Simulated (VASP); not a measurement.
A run of VASP 6.6.1 is set up as follows.

File POSCAR:

```
SiO
1.0
    0.0000000000      2.4336400000      2.4336400000
    2.4336400000      0.0000000000      2.4336400000
    2.4336400000      2.4336400000      0.0000000000
Si O
1 1
Direct
    0.7500000000      0.7500000000      0.7500000000
    0.0000000000      0.0000000000      0.0000000000
```

File INCAR.step1:

```
  ALGO = Normal
  EDIFF = 1E-4
  ENCUT = 520
  GGA = PE
  ISMEAR = -1
  LASPH = True
  LCHARG = False
  LREAL = False
  LWAVE = True
  NBANDS = 12
  NELM = 60
  PREC = Accurate
  SIGMA = 0.05
```

The input INCAR.step2:

```
  ALGO = Normal
  EDIFF = 1E-7
  ENCUT = 520
  ISIF = 2
  ISMEAR = -1
  ISTART = 1
  IVDW = 12
  LASPH = True
  LCHARG = False
  LMIXTAU = True
  LREAL = False
  LWAVE = False
  METAGGA = R2SCAN
  NBANDS = 12
  NELM = 60
  PREC = Accurate
  SIGMA = 0.05
  VDW_A1 = 0.49484001
  VDW_A2 = 5.73083694
  VDW_S6 = 1.0
  VDW_S8 = 0.78981345
```

KPOINTS

```
k-points
0
Gamma
  9 9 9
```

Potentials or basis: VASP PAW PBE potentials, release 64 (Si, O).

Launch:

```console
$ cat potpaw_PBE.64/Si/POTCAR potpaw_PBE.64/O/POTCAR > POTCAR
$ cp INCAR.step1 INCAR
$ mpirun -np 1 vasp_std > vasp.out
$ cp INCAR.step2 INCAR
$ mpirun -np 1 vasp_std > vasp.out
```

Estimate the pressure.

1.6 GPa.

Predict the band gap on the k mesh.

zero (bands 5 and 6 overlap by 0.33 eV).

Estimate the dispersion energy per atom.

-0.102 eV.

Caveat: three body term missing; the PAW data sets were made with another functional, which shifts forces and pressure a little.
